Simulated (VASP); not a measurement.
Wanted: the native input for a VASP 6.6.1 run.

```
Task                   : single point
Functional             : PBE
Potentials or basis    : VASP PAW PBE potentials, release 64 (Si)
Cutoff                 : 520 eV
k mesh                 : 10 × 10 × 6
Occupations            : gaussian, width 0.03 eV
Spin                   : no spin polarisation
Dipole correction      : no
Further INCAR settings : ALGO = Normal; EDIFF = 1e-06; NBANDS = 26
```

The structure of Si lies in POSCAR:

```
Si
1.0
    7.1118295019     -1.9785855778      0.0527465744
    7.1118295019      1.9785855778      0.0527465744
   -0.7206036348      0.0000000000      6.0244301646
Si
8
Direct
    0.0040099648      0.1073143682      0.8741221558
    0.8926856318      0.9959900352      0.1258778442
    0.5020059406      0.6164546308      0.6536328742
    0.3835453692      0.4979940594      0.3463671258
    0.3572994030      0.0684877152      0.0570686657
    0.9315122848      0.6427005970      0.9429313343
    0.6914964726      0.7625550666      0.5855965457
    0.2374449334      0.3085035274      0.4144034543
```

This cell differs from its parent crystal: atoms displaced along a vibrational mode, the cell strained.

One way to write it, as run:

INCAR

```
PREC = Accurate ; ENCUT = 520
EDIFF = 1E-6 ; ISMEAR = 0
SIGMA = 0.03 ; LREAL = False
LASPH = True ; NELM = 100
ALGO = Normal ; ISIF = 2
LWAVE = False ; LCHARG = True
GGA = PE ; LELF = True
LVHAR = True ; NBANDS = 26
```

KPOINTS

```
regular mesh
0
Gamma
  10 10 6
```

Potentials or basis: VASP PAW PBE potentials, release 64 (Si).

Launch:

```console
$ cat potpaw_PBE.64/Si/POTCAR > POTCAR
$ mpirun -np 1 vasp_std > vasp.out
```

It gave:

The pressure is -1.9 GPa and the largest force is 1.057 eV/Å. The band gap on the k mesh is 0.25 eV (least direct gap 0.57 eV).

Caveat: the cell differs from its parent crystal (atoms displaced along a vibrational mode, the cell strained); forces of over 1 eV/Å act on the atoms, so gaps and moduli don't describe the material at rest.

Run time: 12 min on 1 thread of Intel(R) Xeon(R) Platinum 8488C (Sapphire Rapids), on a shared host, peak memory 0.71 GiB.
